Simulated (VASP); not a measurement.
A run of VASP 6.6.1 is set up as follows.

File INCAR:

```
SYSTEM = Ta3Cu
ALGO = Normal
EDIFF = 1E-7
ENCUT = 520
GGA = PE
ISIF = 2
ISMEAR = 0
LASPH = .TRUE.
LCHARG = .FALSE.
LREAL = .FALSE.
LWAVE = .FALSE.
NBANDS = 30
NELM = 100
PREC = Accurate
SIGMA = 0.1
```

Contents of KPOINTS:

```
k-points
0
G
  6 6 6
  0 0 0
```

POSCAR

```
Ta3Cu
1.0
    0.0000000000      3.1370607000      3.1370607000
    3.1370607000      0.0000000000      3.1370607000
    3.1370607000      3.1370607000      0.0000000000
Ta Cu
3 1
Direct
    0.7500000000      0.7500000000      0.7500000000
    0.2500000000      0.2500000000      0.2500000000
    0.0000000000      0.0000000000      0.0000000000
    0.5000000000      0.5000000000      0.5000000000
```

Potentials or basis: VASP PAW PBE potentials, release 64 (Ta_pv, Cu).

The run is started by

```sh
$ cat potpaw_PBE.64/Ta_pv/POTCAR potpaw_PBE.64/Cu/POTCAR > POTCAR
$ mpirun -np 1 vasp_std > vasp.out
```

What does it give for the pressure?

19.2 GPa.

What does it give for the band gap on the k mesh?

Zero (bands 22 and 23 overlap by 0.94 eV).

Caveat: the cell stands under pressure; spin-orbit coupling is left out, which moves the levels of the heavy elements.
